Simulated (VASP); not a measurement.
Set up this calculation in VASP 6.6.1, as the native input.

```yaml
Task: single point
Functional: PBE
Potentials_or_basis: VASP PAW PBE potentials, release 64 (Bi_d, O)
Cutoff: 520 eV
k_mesh: 6 × 6 × 4
Occupations: gaussian, width 0.1 eV
Spin: no spin polarisation
Dipole_correction: no
Further_INCAR_settings: ALGO = Normal; EDIFF = 1e-06; NBANDS = 28
```

The structure of BiO4 lies in POSCAR:

```
BiO4
1.0
    4.4072514200      0.0000000000      0.0000000000
   -2.2036257100      3.8167916900      0.0000000000
    0.0000000000      0.0000000000      4.3704423500
Bi O
1 4
Direct
    0.0000000000      0.0000000000      0.9585125400
    0.5000000000      0.0000000000      0.7618788400
    0.0000000000      0.5000000000      0.7618788400
    0.5000000000      0.5000000000      0.7618788400
    0.0000000000      0.0000000000      0.3672921200
```

The input as run:

INCAR

```
ALGO = Normal
EDIFF = 1E-6
ENCUT = 520
GGA = PE
ISIF = 2
ISMEAR = 0
LASPH = T
LCHARG = F
LREAL = F
LWAVE = F
NBANDS = 28
NELM = 60
PREC = Accurate
SIGMA = 0.1
```

KPOINTS

```
k-points
0
Gamma
  6 6 4
```

Potentials or basis: VASP PAW PBE potentials, release 64 (Bi_d, O).

Launch:

```console
$ cat potpaw_PBE.64/Bi_d/POTCAR potpaw_PBE.64/O/POTCAR > POTCAR
$ mpirun -np 1 vasp_std > vasp.out
```

Results of the run:

* Pressure: 5.1 GPa
* Largest force: 7.225 eV/Å

Caveat: an odd number of electrons without spin polarisation forces a metal; a magnetic or distorted state may lie lower.

It took 24 s on 1 thread of Intel(R) Xeon(R) 6975P-C (Granite Rapids), on a shared host, peak memory 0.2 GiB.
